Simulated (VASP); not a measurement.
BP, 2 atoms in the cell. The structure is cubic, space group F-43m (No. 216). Conventional cell: a = 4.443 Å, b = 4.443 Å, c = 4.443 Å, α = 90.00°, β = 90.00°, γ = 90.00°. B (site symmetry -43m) has 4 P at 1.92 Å within 2.6 Å. P (site symmetry -43m) has 4 B at 1.92 Å within 2.6 Å. 

* Program: VASP 6.6.1
* Task: single point
* Functional: LDA
* Potentials or basis: VASP PAW LDA potentials, release 64 (B, P)
* Cutoff: 520 eV
* k mesh: 10 × 10 × 10
* Occupations: gaussian, width 0.01 eV
* Spin: no spin polarisation
* Dipole correction: no
* Further INCAR settings: ALGO = Normal; EDIFF = 1e-06; NBANDS = 11

Potentials or basis: VASP PAW LDA potentials, release 64 (B, P).

Command:

```console
$ cat potpaw_LDA.64/B/POTCAR potpaw_LDA.64/P/POTCAR > POTCAR
$ mpirun -np 1 vasp_std > vasp.out
```

Hardware: 1 thread of Intel(R) Xeon(R) 6975P-C (Granite Rapids) (shared host).

Problem. Estimate the wall time of this run.

Solution. Run time: 3.1 s on 1 thread of Intel(R) Xeon(R) 6975P-C (Granite Rapids) (shared host), peak memory 0.12 GiB. Counts: scf iterations 12, k points 47.
